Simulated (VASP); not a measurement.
ZrB2, 3 atoms in the cell. Symmetry: P6/mmm, No. 191, hexagonal system. The conventional cell has a = 3.141 Å, b = 3.141 Å, c = 3.502 Å, α = 90.00°, β = 90.00°, γ = 120.00°. Within 3.3 Å of Zr (site symmetry 6/mmm) lie 12 B at 2.52 Å and 6 Zr at 3.14 Å. B (site symmetry -6m2) has 3 B at 1.81 Å within 2.4 Å.  This cell differs from its parent crystal: volume scaled by 0.97, then relaxed in part.

```yaml
Program: VASP 6.6.1
Task: single point
Functional: PBE
Potentials_or_basis: VASP PAW PBE potentials, release 64 (Zr_sv, B)
Cutoff: 520 eV
k_mesh: 15 × 15 × 12
Occupations: gaussian, width 0.1 eV
Spin: no spin polarisation
Dipole_correction: no
Further_INCAR_settings: ALGO = Normal; EDIFF = 1e-06; NBANDS = 16
```

Potentials or basis: VASP PAW PBE potentials, release 64 (Zr_sv, B).

The run is started by

```bash
$ cat potpaw_PBE.64/Zr_sv/POTCAR potpaw_PBE.64/B/POTCAR > POTCAR
$ mpirun -np 1 vasp_std > vasp.out
```

Hardware: 1 thread of Intel Xeon 6975P-C (shared host).

Q: Estimate the wall time of this run.

A: It took 50 s on 1 thread of Intel Xeon 6975P-C (shared host), peak memory 0.21 GiB. Counts: scf iterations 13, k points 189.
